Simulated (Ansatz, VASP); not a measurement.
## Two plane-wave programs on Ba3H8

File INCAR:

```
  PREC = Accurate
  ENCUT = 500
  EDIFF = 1E-6
  ISMEAR = 0
  SIGMA = 0.1
  LREAL = F
  LASPH = T
  NELM = 120
  ALGO = Normal
  ISIF = 2
  LWAVE = F
  LCHARG = F
  GGA = PE
  NBANDS = 30
  GGA_COMPAT = F
```

Contents of KPOINTS:

```
Automatic mesh
0
Gamma
  4 4 4
```

Contents of POSCAR:

```
Ba3H8
1.0
    0.0000000000      4.4083274500      4.4083274500
    4.4083274500      0.0000000000      4.4083274500
    4.4083274500      4.4083274500      0.0000000000
Ba H
3 8
Direct
    0.2500000000      0.2500000000      0.2500000000
    0.7500000000      0.7500000000      0.7500000000
    0.0000000000      0.0000000000      0.0000000000
    0.3984353500      0.3984353500      0.3984353500
    0.3984353500      0.3984353500      0.8046939600
    0.3984353500      0.8046939600      0.3984353500
    0.8046939600      0.3984353500      0.3984353500
    0.6015646500      0.6015646500      0.1953060400
    0.6015646500      0.6015646500      0.6015646500
    0.6015646500      0.1953060400      0.6015646500
    0.1953060400      0.6015646500      0.6015646500
```

Input for Ansatz:

```yaml
crystal:
  lattice:
    - [0.0, 4.40832745, 4.40832745]
    - [4.40832745, 0.0, 4.40832745]
    - [4.40832745, 4.40832745, 0.0]
  atoms:
    - { symbol: Ba, position: [0.25, 0.25, 0.25] }
    - { symbol: Ba, position: [0.75, 0.75, 0.75] }
    - { symbol: Ba, position: [0.0, 0.0, 0.0] }
    - { symbol: H, position: [0.39843535, 0.39843535, 0.39843535] }
    - { symbol: H, position: [0.39843535, 0.39843535, 0.80469396] }
    - { symbol: H, position: [0.39843535, 0.80469396, 0.39843535] }
    - { symbol: H, position: [0.80469396, 0.39843535, 0.39843535] }
    - { symbol: H, position: [0.60156465, 0.60156465, 0.19530604] }
    - { symbol: H, position: [0.60156465, 0.60156465, 0.60156465] }
    - { symbol: H, position: [0.60156465, 0.19530604, 0.60156465] }
    - { symbol: H, position: [0.19530604, 0.60156465, 0.60156465] }
basis:
  ecutwfc: 420
kpoints:
  mp_grid: { grid: [4, 4, 4] }
hamiltonian:
  xc: pbe
scf:
  occupations: { method: gaussian, width: 0.1 }
  lower_state_search: "off"
output:
  forces: true
  stress: true
  eigenvalues: true
```

Alike in both runs: task single point; functional PBE; k mesh 4 × 4 × 4; occupations gaussian, width 0.1 eV; no spin polarisation.

```csv
,VASP,Ansatz
version,VASP 6.6.1,Ansatz 0.2.0
potentials or method,"VASP PAW PBE potentials, release 64 (Ba_sv, H), cutoff 500 eV","scalar-relativistic, plane waves, PAW"
valence electrons in the cell,38,38
```

|  | VASP | Ansatz | Ansatz less VASP |
| --- | --- | --- | --- |
| gap on the k mesh at the Fermi level (eV) | none | none | - |
| pressure (GPa) | 3.4 | 3.0 | -0.46 |
| rms of the force components (eV/Å) | 0.306 | 0.279 | -0.0264 |

Atom by atom the forces differ by 0.026 eV/Å (rms over components). A gap of «none» marks a metal or a gap that the smearing closes.

Spin-orbit coupling is off throughout.
